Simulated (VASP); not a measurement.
# Al in VASP: a series of runs

Al is run at these levels: PBE+D3(BJ); tasks: single point.

All numbers are computed with VASP 6.6.1; they aren't measurements. Logs are shortened: lines on timing, memory, paths and dates and some standing lists are left out, and cuts for length are marked.

### Step 1. The cell of the first run

Symmetry: Fm-3m, No. 225, cubic system. The conventional cell has a = 4.184 Å, b = 4.184 Å, c = 4.184 Å, α = 90.00°, β = 90.00°, γ = 90.00°. Within 3.9 Å of Al (site symmetry m-3m) lie 12 Al at 2.96 Å.

### Step 2. Single point, PBE+D3(BJ) (18.31 Å³/atom)

File INCAR:

```
PREC = Accurate
ENCUT = 520
EDIFF = 1E-6
ISMEAR = 0
SIGMA = 0.15
LREAL = F
LASPH = T
NELM = 100
ALGO = Normal
ISIF = 2
LWAVE = F
LCHARG = F
GGA = PE
IVDW = 12
NBANDS = 8
```

File KPOINTS:

```
regular mesh
0
Gamma
  22 22 22
```

File POSCAR:

```
Al
1.0
    0.0000000000      2.0919952254      2.0919952254
    2.0919952254      0.0000000000      2.0919952254
    2.0919952254      2.0919952254      0.0000000000
Al
1
Direct
    0.0000000000      0.0000000000      0.0000000000
```

Potentials or basis: VASP PAW PBE potentials, release 64 (Al).

Started as:

```console
$ cat potpaw_PBE.64/Al/POTCAR > POTCAR
$ mpirun -np 1 vasp_std > vasp.out
```

OUTCAR:

```text
PREC = Accurate
   ENCUT = 520
   EDIFF = 1E-6
   ISMEAR = 0
   LREAL = F
   LASPH = T
   NELM = 100
   ISIF = 2
   GGA = PE
   IVDW = 12
 IVDW          = 12

 ion  position               nearest neighbor table
   1  0.000  0.000  0.000-

  LATTYP: Found a face centered cubic cell.
 ALAT       =     4.1839904508

  Lattice vectors:

 A1 = (   0.0000000000,   2.0919952254,   2.0919952254)
 A2 = (   2.0919952254,   0.0000000000,   2.0919952254)
 A3 = (   2.0919952254,   2.0919952254,   0.0000000000)

Analysis of symmetry for initial positions (statically):
=====================================================================
 Subroutine PRICEL returns:
 Original cell was already a primitive cell.

 Routine SETGRP: Setting up the symmetry group for a
 face centered cubic supercell.

 Subroutine GETGRP returns: Found 48 space group operations
 (whereof 48 operations were pure point group operations)
 out of a pool of 48 trial point group operations.

The static configuration has the point symmetry O_h .

Analysis of symmetry for dynamics (positions and initial velocities):
=====================================================================
 Subroutine PRICEL returns:
 Original cell was already a primitive cell.

 Routine SETGRP: Setting up the symmetry group for a
 face centered cubic supercell.

 Subroutine GETGRP returns: Found 48 space group operations
 (whereof 48 operations were pure point group operations)
 out of a pool of 48 trial point group operations.

The dynamic configuration has the point symmetry O_h .

 Subroutine INISYM returns: Found 48 space group operations
 (whereof 48 operations are pure point group operations),
 and found     1 'primitive' translations

----------------------------------------------------------------------------------------

                                     Primitive cell

  volume of cell :      18.3110

  direct lattice vectors                    reciprocal lattice vectors
     0.000000000  2.091995225  2.091995225    -0.239006282  0.239006282  0.239006282
     2.091995225  0.000000000  2.091995225     0.239006282 -0.239006282  0.239006282
     2.091995225  2.091995225  0.000000000     0.239006282  0.239006282 -0.239006282

  length of vectors
     2.958528020  2.958528020  2.958528020     0.413971023  0.413971023  0.413971023

  position of ions in fractional coordinates (direct lattice)
     0.000000000  0.000000000  0.000000000

  ion indices of the primitive-cell ions
   primitive index   ion index
                 1           1

----------------------------------------------------------------------------------------

 KPOINTS: regular mesh

Automatic generation of k-mesh.
 Grid dimensions read from file:
 generate k-points for:   22   22   22

 Generating k-lattice:

  Cartesian coordinates                     Fractional coordinates (reciprocal lattice)
    -0.010863922  0.010863922  0.010863922     0.045454545  0.000000000  0.000000000
     0.010863922 -0.010863922  0.010863922     0.000000000  0.045454545  0.000000000
     0.010863922  0.010863922 -0.010863922     0.000000000  0.000000000  0.045454545

  Length of vectors
     0.018816865  0.018816865  0.018816865

  Shift w.r.t. Gamma in fractional coordinates (k-lattice)
     0.000000000  0.000000000  0.000000000

 Subroutine IBZKPT returns following result:
 ===========================================

 Found    328 irreducible k-points:

 Following reciprocal coordinates:
            Coordinates               Weight
  0.000000  0.000000  0.000000      1.000000
  0.045455  0.000000  0.000000      8.000000
  0.090909  0.000000  0.000000      8.000000
  0.136364  0.000000  0.000000      8.000000
  0.181818  0.000000  0.000000      8.000000
  0.227273  0.000000  0.000000      8.000000
[... 16 lines left out ...]
  0.500000  0.045455  0.000000     24.000000
 -0.454545  0.045455  0.000000     24.000000
 [... further k-points ...]
   k-points           NKPTS =    328   k-points in BZ     NKDIM =    328   number of bands    NBANDS=      8
   number of dos      NEDOS =    301   number of ions     NIONS =      1
   total plane-waves  NPLWV =  13824
   dimension x,y,z NGX =    24 NGY =   24 NGZ =   24
   dimension x,y,z NGXF=    48 NGYF=   48 NGZF=   48
   ions per type =               1
   NGX,Y,Z   is equivalent  to a cutoff of  13.49, 13.49, 13.49 a.u.
   NGXF,Y,Z  is equivalent  to a cutoff of  26.97, 26.97, 26.97 a.u.
 SYSTEM =  unknown system
   PREC   = accura    normal or accurate (medium, high low for compatibility)
   ISTART =      0    job   : 0-new  1-cont  2-samecut
   ICHARG =      2    charge: 1-file 2-atom 10-const
   ISPIN  =      1    spin polarized calculation?
   LNONCOLLINEAR =      F non collinear calculations
   LSORBIT =      F    spin-orbit coupling
   LASPH  =      T    aspherical Exc in radial PAW
   ENCUT  =  520.0 eV  38.22 Ry    6.18 a.u.   5.50  5.50  5.50*2*pi/ulx,y,z
   NELM   =    100;   NELMIN=  2; NELMDL= -5     # of ELM steps
   EDIFF  = 0.1E-05   stopping-criterion for ELM
   LREAL  =      F    real-space projection
   EDIFFG = 0.1E-04   stopping-criterion for IOM
   NSW    =      0    number of steps for IOM
   IBRION =     -1    ionic relax: 0-MD 1-quasi-New 2-CG
   NFREE  =      0    steps in history (QN), initial steepest desc. (CG)
   ISIF   =      2    stress and relaxation
   ISYM   =      2    0-nonsym 1-usesym 2-fastsym
   POTIM  = 0.5000    time-step for ionic-motion
   TEBEG  =    0.0;   TEEND  =   0.0 temperature during run
   PSTRESS=    0.0 pullay stress
   NELECT =       3.0000    total number of electrons
   NUPDOWN=      -1.0000    fix difference up-down
   EMIN   =  10.00;   EMAX   =-10.00  energy-range for DOS
   EFERMI =   0.00;   METHOD = LEGACY
   ISMEAR =     0;   SIGMA  =   0.15  broadening in eV -4-tet -1-fermi 0-gaus
   EFERMI_NEDOS =   21; number of points for ismear=-14 and -15
   IALGO  =     38    algorithm
   IMIX   =      4    mixing-type and parameters
     AMIX     =   0.40;   BMIX     =  1.00
     AMIX_MAG =   1.60;   BMIX_MAG =  1.00
  volume/ion in A,a.u.               =      18.31       123.57
  Fermi-wavevector in a.u.,A,eV,Ry     =   0.895800  1.692817 10.918108  0.802458
  Thomas-Fermi vector in A             =   2.018178
   LORBIT       =      0    0 simple, 1 ext, 2 COOP (PROOUT), +10 PAW based schemes
   GGA     = PE    functional components
   LHFCALC =     F    Hartree Fock is set to
   AEXX    =    0.0000 exact exchange contribution
   IVDW    =    12    specifies the selected vdW correction
   LEPSILON=     F    determine dielectric tensor
   LRPA    =     F    only Hartree local field effects (RPA)
 non-spin polarized calculation
 Gauss-broadening in eV      SIGMA  =   0.15
  energy-cutoff  :      520.00
  volume of cell :       18.31
 maximum number of plane-waves:       531
 NGX is ok and might be reduce to    24
   NGX = 11   NGY = 11   NGZ = 11

 number of electron       3.0000000 magnetization

 Free energy of the ion-electron system (eV)
  ---------------------------------------------------
  ext. energy  EPLUGINS =         0.00000000
  ---------------------------------------------------
  free energy    TOTEN  =        -3.70934149 eV

  energy without entropy =       -3.70511524  energy(sigma->0) =       -3.70722837

 E-fermi :   6.9261     XC(G=0):  -9.8255

 val. band max:        6.9179115225   @ k =   0.5000   0.2727   0.0455
 cond. band min:       6.9380303679   @ k =  -0.2727   0.3182   0.0455
 fundamental gap:      0.0201188454
 Fermi energy:         6.9260864986

 k-point     1 :       0.0000    0.0000    0.0000
  band No.  band energies     occupation
      1      -3.4790      2.00000
      2      19.0134      0.00000
      3      19.0134      0.00000
      4      19.0134      0.00000
      5      19.7539      0.00000
      6      19.7539      0.00000
      7      19.7539      0.00000
      8      22.6880      0.00000

 k-point     2 :       0.0455    0.0000    0.0000
  band No.  band energies     occupation
      1      -3.4266      2.00000
      2      17.7819      0.00000
      3      18.6793      0.00000
      4      18.6793      0.00000
      5      20.1662      0.00000
      6      20.1662      0.00000
      7      20.4120      0.00000
      8      23.2230      0.00000

 k-point     3 :       0.0909    0.0000    0.0000
  band No.  band energies     occupation
      1      -3.2694      2.00000
      2      16.0796      0.00000
      3      18.2049      0.00000
      4      18.2049      0.00000
      5      20.6575      0.00000
      6      20.8609      0.00000
      7      20.8609      0.00000
      8      24.2660      0.00000

 k-point     4 :       0.1364    0.0000    0.0000
  band No.  band energies     occupation
      1      -3.0079      2.00000
      2      14.3423      0.00000
      3      17.7886      0.00000
      4      17.7886      0.00000
      5      20.6161      0.00000
      6      21.5472      0.00000
      7      21.5472      0.00000
      8      23.5333      0.00000

 k-point     5 :       0.1818    0.0000    0.0000
  band No.  band energies     occupation
      1      -2.6425      2.00000
      2      12.6355      0.00000
      3      17.4527      0.00000
      4      17.4527      0.00000
      5      20.5002      0.00000
      6      21.7115      0.00000
      7      21.7115      0.00000
      8      23.4114      0.00000

 k-point     6 :       0.2273    0.0000    0.0000
  band No.  band energies     occupation
      1      -2.1740      2.00000
      2      10.9851      0.00000
      3      17.2025      0.00000
      4      17.2025      0.00000
      5      20.3899      0.00000
      6      21.1252      0.00000
      7      21.1252      0.00000
      8      24.1738      0.00000

 k-point     7 :       0.2727    0.0000    0.0000
  band No.  band energies     occupation
      1      -1.6033      2.00000
      2       9.4040      0.00000
      3      17.0395      0.00000
      4      17.0395      0.00000
      5      20.3231      0.00000
      6      20.3963      0.00000
      7      20.3963      0.00000
      8      24.1744      0.00000

 k-point     8 :       0.3182    0.0000    0.0000
  band No.  band energies     occupation
      1      -0.9314      2.00000
      2       7.9000      0.00000
      3      16.9635      0.00000
      4      16.9635      0.00000
      5      19.7012      0.00000
      6      19.7012      0.00000
      7      20.3209      0.00000
      8      23.4420      0.00000

 k-point     9 :       0.3636    0.0000    0.0000
  band No.  band energies     occupation
      1      -0.1598      2.00000
      2       6.4783      1.99998
      3      16.9726      0.00000
      4      16.9726      0.00000
      5      19.0791      0.00000
      6      19.0791      0.00000
      7      20.3949      0.00000
      8      22.7719      0.00000

 k-point    10 :       0.4091    0.0000    0.0000
  band No.  band energies     occupation
      1       0.7103      2.00000
      2       5.1427      2.00000
      3      17.0610      0.00000
      4      17.0610      0.00000
      5      18.5482      0.00000
      6      18.5482      0.00000
      7      20.5489      0.00000
      8      22.1802      0.00000
[... 78 lines left out ...]
 k-point    18 :       0.2727    0.0455    0.0000
  band No.  band energies     occupation
      1      -1.7587      2.00000
      2       9.9629      0.00000
      3      16.2471      0.00000
      4      17.4075      0.00000
      5      19.4686      0.00000
      6      20.9460      0.00000
      7      21.5250      0.00000
      8      23.6451      0.00000

 k-point    19 :       0.3182    0.0455    0.0000
  band No.  band energies     occupation
      1      -1.1206      2.00000
      2       8.4341      0.00000
      3      16.1441      0.00000
      4      17.2984      0.00000
      5      18.7495      0.00000
      6      20.8224      0.00000
      7      20.9133      0.00000
      8      23.9525      0.00000

 k-point    20 :       0.3636    0.0455    0.0000
  band No.  band energies     occupation
      1      -0.3823      2.00000
      2       6.9856      0.57464
      3      16.1303      0.00000
      4      17.2513      0.00000
      5      18.1224      0.00000
      6      20.1763      0.00000
      7      20.9524      0.00000
      8      23.3722      0.00000

 k-point    21 :       0.4091    0.0455    0.0000
  band No.  band energies     occupation
      1       0.4549      2.00000
      2       5.6217      2.00000
      3      16.2052      0.00000
      4      17.1600      0.00000
      5      17.7099      0.00000
      6      19.6063      0.00000
      7      21.0646      0.00000
      8      22.7886      0.00000

 k-point    22 :       0.4545    0.0455    0.0000
  band No.  band energies     occupation
      1       1.3895      2.00000
      2       4.3456      2.00000
      3      16.3677      0.00000
      4      16.8328      0.00000
      5      17.7104      0.00000
      6      19.1217      0.00000
      7      21.2349      0.00000
      8      22.2991      0.00000

 k-point    23 :       0.5000    0.0455    0.0000
  band No.  band energies     occupation
      1       2.4190      2.00000
      2       3.1606      2.00000
      3      16.4608      0.00000
      4      16.6147      0.00000
      5      17.9352      0.00000
      6      18.7289      0.00000
      7      21.3620      0.00000
      8      22.0216      0.00000

 k-point    24 :      -0.4545    0.0455    0.0000
  band No.  band energies     occupation
      1       2.0656      2.00000
      2       3.5451      2.00000
      3      16.1524      0.00000
      4      16.9385      0.00000
      5      18.2769      0.00000
      6      18.4373      0.00000
      7      21.2272      0.00000
      8      22.1799      0.00000

 [... further k-points ...]

------------------------ aborting loop because EDIFF is reached ----------------------------------------

 Edisp (eV)   -0.30193

 E8    (eV) :    -0.1348

  FORCE on cell =-STRESS in cart. coord.  units (eV):
  Direction    XX          YY          ZZ          XY          YZ          ZX
  --------------------------------------------------------------------------------------
  -------------------------------------------------------------------------------------
  Total      -1.04577    -1.04577    -1.04577     0.00000     0.00000     0.00000
  in kB     -91.50291   -91.50291   -91.50291     0.00000     0.00000     0.00000
  external pressure =      -91.50 kB  Pullay stress =        0.00 kB

 VOLUME and BASIS-vectors are now :
 -----------------------------------------------------------------------------
  energy-cutoff  :      520.00
  volume of cell :       18.31
      direct lattice vectors                 reciprocal lattice vectors
     0.000000000  2.091995225  2.091995225    -0.239006282  0.239006282  0.239006282
     2.091995225  0.000000000  2.091995225     0.239006282 -0.239006282  0.239006282
     2.091995225  2.091995225  0.000000000     0.239006282  0.239006282 -0.239006282

 POSITION                                       TOTAL-FORCE (eV/Angst)
 -----------------------------------------------------------------------------------
      0.00000      0.00000      0.00000         0.000000      0.000000     -0.000000
 -----------------------------------------------------------------------------------
    total drift:                               -0.000000      0.000000      0.000000

  FREE ENERGIE OF THE ION-ELECTRON SYSTEM (eV)
  ---------------------------------------------------
  free  energy   TOTEN  =        -4.0112725153 eV

  energy  without entropy=       -4.0070462574  energy(sigma->0) =       -4.00915939
```

Run time: 15 s. Hardware: 1 thread of Intel Xeon Platinum 8488C (Sapphire Rapids), shared host; peak memory 0.17 GiB.

What came out:

- Free energy: -4.0113 eV
- Pressure: -9.2 GPa
- Band gap on the k mesh: zero (an odd number of electrons rules out a gap without spin polarisation)
- Dispersion energy per atom: -0.302 eV

Levels at points of the mesh, in eV from the Fermi level:
```
           k point  band 1  band 2  band 3  band 4  band 5  band 6
(0.00, 0.00, 0.00)  -10.41   12.09   12.09   12.09   12.83   12.83
(0.50, 0.00, 0.00)   -4.22   -4.16   10.38   10.38   11.02   11.02
(0.50, 0.50, 0.00)   -2.64   -1.57    5.16    5.16    5.26    8.19
```

Caveat: the cell stands under tension.

### Step 3. Single point, PBE+D3(BJ) (17.47 Å³/atom)

This run uses another cell than the first one, of 17.47 Å³/atom.

File INCAR:

```
PREC     = Accurate       # precision mode
ENCUT    = 520            # plane-wave cutoff, eV
EDIFF    = 1E-6           # SCF threshold, eV
ISMEAR   = 0              # smearing method
SIGMA    = 0.15           # smearing width, eV
LREAL    = False          # projectors in reciprocal space
LASPH    = True           # aspherical terms in the spheres
NELM     = 100            # most SCF steps
ALGO     = Normal         # electronic algorithm
ISIF     = 2              # what is computed and relaxed
LWAVE    = False          # write WAVECAR
LCHARG   = True           # write CHGCAR
GGA      = PE             # functional
IVDW     = 12             # dispersion correction
LELF     = True           # ELF
LVHAR    = True         
NBANDS   = 8              # bands
```

File KPOINTS:

```
Automatic mesh
0
Gamma
  22 22 22
```

File POSCAR:

```
Al
1.0
    0.0000000000      2.0070794194      2.1682478967
    2.0070794194      0.0000000000      2.1682478967
    2.0070794194      2.0070794194      0.0000000000
Al
1
Direct
    0.0000000000      0.0000000000      0.0000000000
```

Potentials or basis: VASP PAW PBE potentials, release 64 (Al).

Started as:

```console
$ cat potpaw_PBE.64/Al/POTCAR > POTCAR
$ mpirun -np 1 vasp_std > vasp.out
```

Wall time 40 s (1 thread of Intel Xeon Platinum 8488C (Sapphire Rapids), shared host); peak memory 0.22 GiB.

It converged, with:

* Free energy: -4.0438 eV
* Pressure: -6.6 GPa
* Band gap on the k mesh: zero (an odd number of electrons rules out a gap without spin polarisation)
* Dispersion energy per atom: -0.317 eV

Stress tensor (GPa, compression positive):
```
-5.48  0.00  0.00
 0.00 -5.48  0.00
 0.00  0.00 -8.84
```

Levels at points of the mesh, in eV from the Fermi level:
```
           k point  band 1  band 2  band 3  band 4
(0.00, 0.00, 0.00)  -10.76   11.80   12.65   12.65
(0.50, 0.00, 0.00)   -4.37   -4.30    9.67   10.20
(0.50, 0.50, 0.00)   -3.44   -2.63    5.81    6.25
(0.50, 0.00, 0.50)   -2.44   -1.08    4.65    5.02
```

Caveat: the cell stands under tension.

The gap in the log of VASP goes by the Fermi energy; the results here count the filled bands.